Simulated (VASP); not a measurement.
# SnBi2O5 (P4/mmm) in VASP: single point with PBE

Aim: the single point of SnBi2O5 with PBE.

Everything below comes from runs of VASP 6.6.1. Logs are shortened: lines on timing, memory, paths and dates and some standing lists are left out, and cuts for length are marked.

### 1 The cell of the first run

The structure is tetragonal, space group P4/mmm (No. 123). The conventional cell has a = 3.951 Å, b = 3.951 Å, c = 9.346 Å, α = 90.00°, β = 90.00°, γ = 90.00°. Sn (site symmetry 4/mmm) has 8 O at 2.35 Å within 3.1 Å. Within 2.9 Å of Bi (site symmetry 4mm) lie 5 O at 2.17 to 2.32 Å. O (site symmetry 2mm) has 2 Bi at 2.32 Å and 2 Sn at 2.35 Å and 5 O at 2.55 to 2.79 Å within 3.1 Å. Within 2.9 Å of O (site symmetry 4/mmm) lie 2 Bi at 2.17 Å.

### 2 Single point, PBE

INCAR reads:

```
PREC = Accurate
ENCUT = 520
EDIFF = 1E-6
ISMEAR = 0
SIGMA = 0.1
LREAL = F
LASPH = T
NELM = 80
ALGO = Normal
ISIF = 2
LWAVE = F
LCHARG = T
GGA = PE
LELF = T
LVHAR = T
NBANDS = 47
```

KPOINTS reads:

```
Automatic mesh
0
Gamma
  10 10 4
```

POSCAR reads:

```
SnBi2O5
1.0
    3.9508255326      0.0000000000      0.0000000000
    0.0000000000      3.9508255326      0.0000000000
    0.0000000000      0.0000000000      9.3462143484
Sn Bi O
1 2 5
Direct
    0.0000000000      0.0000000000      0.5000000000
    0.5000000000      0.5000000000      0.2325731398
    0.5000000000      0.5000000000      0.7674268602
    0.0000000000      0.5000000000      0.3636259524
    0.5000000000      0.5000000000      0.0000000000
    0.5000000000      0.0000000000      0.3636259524
    0.5000000000      0.0000000000      0.6363740476
    0.0000000000      0.5000000000      0.6363740476
```

Potentials or basis: VASP PAW PBE potentials, release 64 (Sn_d, Bi_d, O).

On the command line:

```console
$ cat potpaw_PBE.64/Sn_d/POTCAR potpaw_PBE.64/Bi_d/POTCAR potpaw_PBE.64/O/POTCAR > POTCAR
$ mpirun -np 1 vasp_std > vasp.out
```

OUTCAR:

```text
PREC = Accurate
   ENCUT = 520
   EDIFF = 1E-6
   ISMEAR = 0
   LREAL = F
   LASPH = T
   NELM = 80
   ISIF = 2
   GGA = PE

 ion  position               nearest neighbor table
   1  0.000  0.000  0.500-   4 2.35   6 2.35   7 2.35   8 2.35   4 2.35   8 2.35   6 2.35   7 2.35
                             2 3.75   3 3.75   2 3.75   3 3.75   2 3.75   3 3.75   2 3.75   3 3.75
   2  0.500  0.500  0.233-   5 2.17   4 2.32   6 2.32   6 2.32   4 2.32   1 3.75   1 3.75   1 3.75
                             1 3.75
   3  0.500  0.500  0.767-   5 2.17   7 2.32   8 2.32   7 2.32   8 2.32   1 3.75   1 3.75   1 3.75
                             1 3.75
   4  0.000  0.500  0.364-   2 2.32   2 2.32   1 2.35   1 2.35
   5  0.500  0.500  0.000-   2 2.17   3 2.17
   6  0.500  0.000  0.364-   2 2.32   2 2.32   1 2.35   1 2.35
   7  0.500  0.000  0.636-   3 2.32   3 2.32   1 2.35   1 2.35
   8  0.000  0.500  0.636-   3 2.32   3 2.32   1 2.35   1 2.35

  LATTYP: Found a simple tetragonal cell.
 ALAT       =     3.9508255326
 C/A-ratio  =     2.3656358073

  Lattice vectors:

 A1 = (   3.9508255326,   0.0000000000,   0.0000000000)
 A2 = (   0.0000000000,   3.9508255326,   0.0000000000)
 A3 = (   0.0000000000,   0.0000000000,   9.3462143484)

Analysis of symmetry for initial positions (statically):
=====================================================================
 Subroutine PRICEL returns:
 Original cell was already a primitive cell.

 Routine SETGRP: Setting up the symmetry group for a
 simple tetragonal supercell.

 Subroutine GETGRP returns: Found 16 space group operations
 (whereof 16 operations were pure point group operations)
 out of a pool of 16 trial point group operations.

The static configuration has the point symmetry D_4h.

Analysis of symmetry for dynamics (positions and initial velocities):
=====================================================================
 Subroutine PRICEL returns:
 Original cell was already a primitive cell.

 Routine SETGRP: Setting up the symmetry group for a
 simple tetragonal supercell.

 Subroutine GETGRP returns: Found 16 space group operations
 (whereof 16 operations were pure point group operations)
 out of a pool of 16 trial point group operations.

The dynamic configuration has the point symmetry D_4h.

 Subroutine INISYM returns: Found 16 space group operations
 (whereof 16 operations are pure point group operations),
 and found     1 'primitive' translations

----------------------------------------------------------------------------------------

                                     Primitive cell

  volume of cell :     145.8853

  direct lattice vectors                    reciprocal lattice vectors
     3.950825533  0.000000000  0.000000000     0.253111658  0.000000000  0.000000000
     0.000000000  3.950825533  0.000000000     0.000000000  0.253111658  0.000000000
     0.000000000  0.000000000  9.346214348     0.000000000  0.000000000  0.106995192

  length of vectors
     3.950825533  3.950825533  9.346214348     0.253111658  0.253111658  0.106995192

  position of ions in fractional coordinates (direct lattice)
     0.000000000  0.000000000  0.500000000
     0.500000000  0.500000000  0.232573140
     0.500000000  0.500000000  0.767426860
     0.000000000  0.500000000  0.363625952
     0.500000000  0.500000000  0.000000000
     0.500000000  0.000000000  0.363625952
     0.500000000  0.000000000  0.636374048
     0.000000000  0.500000000  0.636374048

  ion indices of the primitive-cell ions
   primitive index   ion index
                 1           1
                 2           2
                 3           3
                 4           4
                 5           5
                 6           6
                 7           7
                 8           8

----------------------------------------------------------------------------------------

 KPOINTS: Automatic mesh

Automatic generation of k-mesh.
 Grid dimensions read from file:
 generate k-points for:   10   10    4

 Generating k-lattice:

  Cartesian coordinates                     Fractional coordinates (reciprocal lattice)
     0.025311166  0.000000000  0.000000000     0.100000000  0.000000000  0.000000000
     0.000000000  0.025311166  0.000000000     0.000000000  0.100000000  0.000000000
     0.000000000  0.000000000  0.026748798     0.000000000  0.000000000  0.250000000

  Length of vectors
     0.025311166  0.025311166  0.026748798

  Shift w.r.t. Gamma in fractional coordinates (k-lattice)
     0.000000000  0.000000000  0.000000000

 Subroutine IBZKPT returns following result:
 ===========================================

 Found     63 irreducible k-points:

 Following reciprocal coordinates:
            Coordinates               Weight
  0.000000  0.000000  0.000000      1.000000
  0.100000  0.000000  0.000000      4.000000
  0.200000  0.000000  0.000000      4.000000
  0.300000  0.000000  0.000000      4.000000
  0.400000  0.000000  0.000000      4.000000
  0.500000  0.000000  0.000000      2.000000
[... 16 lines left out ...]
  0.100000  0.000000  0.250000      8.000000
  0.200000  0.000000  0.250000      8.000000
 [... further k-points ...]
   k-points           NKPTS =     63   k-points in BZ     NKDIM =     63   number of bands    NBANDS=     47
   number of dos      NEDOS =    301   number of ions     NIONS =      8
   total plane-waves  NPLWV =  63000
   dimension x,y,z NGX =    30 NGY =   30 NGZ =   70
   dimension x,y,z NGXF=    60 NGYF=   60 NGZF=  140
   ions per type =               1   2   5
   NGX,Y,Z   is equivalent  to a cutoff of  12.62, 12.62, 12.45 a.u.
   NGXF,Y,Z  is equivalent  to a cutoff of  25.25, 25.25, 24.90 a.u.
 SYSTEM =  unknown system
   PREC   = accura    normal or accurate (medium, high low for compatibility)
   ISTART =      0    job   : 0-new  1-cont  2-samecut
   ICHARG =      2    charge: 1-file 2-atom 10-const
   ISPIN  =      1    spin polarized calculation?
   LNONCOLLINEAR =      F non collinear calculations
   LSORBIT =      F    spin-orbit coupling
   LASPH  =      T    aspherical Exc in radial PAW
   ENCUT  =  520.0 eV  38.22 Ry    6.18 a.u.   7.35  7.35 17.38*2*pi/ulx,y,z
   NELM   =     80;   NELMIN=  2; NELMDL= -5     # of ELM steps
   EDIFF  = 0.1E-05   stopping-criterion for ELM
   LREAL  =      F    real-space projection
   EDIFFG = 0.1E-04   stopping-criterion for IOM
   NSW    =      0    number of steps for IOM
   IBRION =     -1    ionic relax: 0-MD 1-quasi-New 2-CG
   NFREE  =      0    steps in history (QN), initial steepest desc. (CG)
   ISIF   =      2    stress and relaxation
   ISYM   =      2    0-nonsym 1-usesym 2-fastsym
   POTIM  = 0.5000    time-step for ionic-motion
   TEBEG  =    0.0;   TEEND  =   0.0 temperature during run
   PSTRESS=    0.0 pullay stress
   NELECT =      74.0000    total number of electrons
   NUPDOWN=      -1.0000    fix difference up-down
   EMIN   =  10.00;   EMAX   =-10.00  energy-range for DOS
   EFERMI =   0.00;   METHOD = LEGACY
   ISMEAR =     0;   SIGMA  =   0.10  broadening in eV -4-tet -1-fermi 0-gaus
   EFERMI_NEDOS =   21; number of points for ismear=-14 and -15
   IALGO  =     38    algorithm
   IMIX   =      4    mixing-type and parameters
     AMIX     =   0.40;   BMIX     =  1.00
     AMIX_MAG =   1.60;   BMIX_MAG =  1.00
  volume/ion in A,a.u.               =      18.24       123.06
  Fermi-wavevector in a.u.,A,eV,Ry     =   1.305614  2.467253 23.192884  1.704629
  Thomas-Fermi vector in A             =   2.436472
   LORBIT       =      0    0 simple, 1 ext, 2 COOP (PROOUT), +10 PAW based schemes
   GGA     = PE    functional components
   LHFCALC =     F    Hartree Fock is set to
   AEXX    =    0.0000 exact exchange contribution
   IVDW    =     0    specifies the selected vdW correction
   LEPSILON=     F    determine dielectric tensor
   LRPA    =     F    only Hartree local field effects (RPA)
 non-spin polarized calculation
 Gauss-broadening in eV      SIGMA  =   0.10
  energy-cutoff  :      520.00
  volume of cell :      145.89
 maximum number of plane-waves:      4002
 NGX is ok and might be reduce to    30
   NGX = 15   NGY = 15   NGZ = 35

 number of electron      73.9999979 magnetization

 Free energy of the ion-electron system (eV)
  ---------------------------------------------------
  ext. energy  EPLUGINS =         0.00000000
  ---------------------------------------------------
  free energy    TOTEN  =       -44.53932505 eV

  energy without entropy =      -44.52852097  energy(sigma->0) =      -44.53392301

 E-fermi :   5.0960     XC(G=0):  -9.3390

 val. band max:        5.0339507162   @ k =   0.3000   0.3000   0.0000
 cond. band min:       5.1032802582   @ k =   0.4000   0.2000   0.0000
 fundamental gap:      0.0693295420
 Fermi energy:         5.0959504987

 k-point     1 :       0.0000    0.0000    0.0000
  band No.  band energies     occupation
      1     -18.1492      2.00000
      2     -18.1320      2.00000
      3     -17.9767      2.00000
      4     -17.9763      2.00000
      5     -17.9691      2.00000
      6     -17.8761      2.00000
[... 39 lines left out ...]
     46      10.8737      0.00000
     47      12.4567      0.00000

 k-point     2 :       0.1000    0.0000    0.0000
  band No.  band energies     occupation
      1     -18.1423      2.00000
      2     -18.1264      2.00000
      3     -17.9779      2.00000
      4     -17.9776      2.00000
      5     -17.9679      2.00000
      6     -17.8783      2.00000
[... 39 lines left out ...]
     46      11.2298      0.00000
     47      12.1637      0.00000

 k-point     3 :       0.2000    0.0000    0.0000
  band No.  band energies     occupation
      1     -18.1235      2.00000
      2     -18.1113      2.00000
      3     -17.9811      2.00000
      4     -17.9810      2.00000
      5     -17.9648      2.00000
      6     -17.8964      2.00000
[... 39 lines left out ...]
     46      11.5736      0.00000
     47      11.9616      0.00000

 k-point     4 :       0.3000    0.0000    0.0000
  band No.  band energies     occupation
      1     -18.0985      2.00000
      2     -18.0915      2.00000
      3     -17.9853      2.00000
      4     -17.9848      2.00000
      5     -17.9619      2.00000
      6     -17.9248      2.00000
[... 939 lines left out ...]
     46      11.1758      0.00000
     47      12.4085      0.00000

 k-point    23 :       0.1000    0.0000    0.2500
  band No.  band energies     occupation
      1     -18.1422      2.00000
      2     -18.1265      2.00000
      3     -17.9778      2.00000
      4     -17.9777      2.00000
      5     -17.9673      2.00000
      6     -17.8789      2.00000
[... 39 lines left out ...]
     46      11.4902      0.00000
     47      12.1526      0.00000

 k-point    24 :       0.2000    0.0000    0.2500
  band No.  band energies     occupation
      1     -18.1233      2.00000
      2     -18.1115      2.00000
      3     -17.9812      2.00000
      4     -17.9809      2.00000
      5     -17.9642      2.00000
      6     -17.8974      2.00000
[... 39 lines left out ...]
     46      11.6406      0.00000
     47      12.0981      0.00000

 [... further k-points ...]

------------------------ aborting loop because EDIFF is reached ----------------------------------------

  FORCE on cell =-STRESS in cart. coord.  units (eV):
  Direction    XX          YY          ZZ          XY          YZ          ZX
  --------------------------------------------------------------------------------------
  -------------------------------------------------------------------------------------
  Total        0.1076988      0.1076988      0.1714117      0.0000000      0.0000000      0.0000000
  in kB        1.1827967      1.1827967      1.8825198      0.0000000      0.0000000      0.0000000
  external PRESSURE =       1.4160377 kB  Pullay stress =       0.0000000 kB

 VOLUME and BASIS-vectors are now :
 -----------------------------------------------------------------------------
  energy-cutoff  :      520.00
  volume of cell :      145.89
      direct lattice vectors                 reciprocal lattice vectors
     3.950825533  0.000000000  0.000000000     0.253111658  0.000000000  0.000000000
     0.000000000  3.950825533  0.000000000     0.000000000  0.253111658  0.000000000
     0.000000000  0.000000000  9.346214348     0.000000000  0.000000000  0.106995192

 POSITION                                       TOTAL-FORCE (eV/Angst)
 -----------------------------------------------------------------------------------
      0.00000      0.00000      4.67311        -0.000000      0.000000      0.000000
      1.97541      1.97541      2.17368        -0.000000     -0.000000     -0.001888
      1.97541      1.97541      7.17254        -0.000000     -0.000000      0.001888
      0.00000      1.97541      3.39853         0.000000      0.000000      0.003986
      1.97541      1.97541      0.00000        -0.000000      0.000000      0.000000
      1.97541      0.00000      3.39853         0.000000      0.000000      0.003986
      1.97541      0.00000      5.94769        -0.000000      0.000000     -0.003986
      0.00000      1.97541      5.94769        -0.000000      0.000000     -0.003986
 -----------------------------------------------------------------------------------
    total drift:                                0.000000      0.000000      0.000000

  FREE ENERGIE OF THE ION-ELECTRON SYSTEM (eV)
  ---------------------------------------------------
  free  energy   TOTEN  =       -44.5393250481 eV

  energy  without entropy=      -44.5285209708  energy(sigma->0) =      -44.53392301
```

It took 4.1 min on 1 thread of AMD EPYC 9R45 (Zen 5), shared host; peak memory 0.45 GiB.

Results:

```yaml
Free_energy: -44.5393 eV
Pressure: 0.1 GPa
Largest_force: 0.004 eV/Å
Band_gap_on_the_k_mesh: zero (bands 37 and 38 overlap by 0.69 eV)
```

Forces on the atoms (eV/Å):
```
Sn   0.000  0.000  0.000
Bi   0.000  0.000 -0.002
Bi   0.000  0.000  0.002
O    0.000  0.000  0.004
O    0.000  0.000  0.000
O    0.000  0.000  0.004
O    0.000  0.000 -0.004
O    0.000  0.000 -0.004
```

Levels at points of the mesh, in eV from the Fermi level:
```csv
k point,band 33,band 34,band 35,band 36,band 37,band 38,band 39,band 40,band 41,band 42
"(0.00, 0.00, 0.00)",-2.40,-2.21,-1.61,-1.61,-1.12,-0.60,1.58,2.93,3.78,3.78
"(0.50, 0.00, 0.00)",-2.56,-2.49,-2.28,-1.54,0.09,1.17,2.12,2.37,4.24,4.40
"(0.50, 0.50, 0.00)",-2.21,-2.14,-2.08,-2.03,0.04,1.16,2.32,2.32,2.61,2.61
"(0.00, 0.00, 0.50)",-2.43,-2.21,-1.83,-1.57,-1.57,-0.48,1.85,3.20,3.32,3.32
"(0.50, 0.00, 0.50)",-3.24,-2.05,-1.52,-1.46,-0.28,1.11,1.76,2.67,4.22,4.48
"(0.50, 0.50, 0.50)",-2.08,-2.03,-1.92,-1.92,-0.32,1.18,1.62,1.62,3.27,3.27
```

Caveat: spin-orbit coupling is left out, which moves the levels of the heavy elements.

The gap in the log of VASP goes by the Fermi energy; the results here count the filled bands.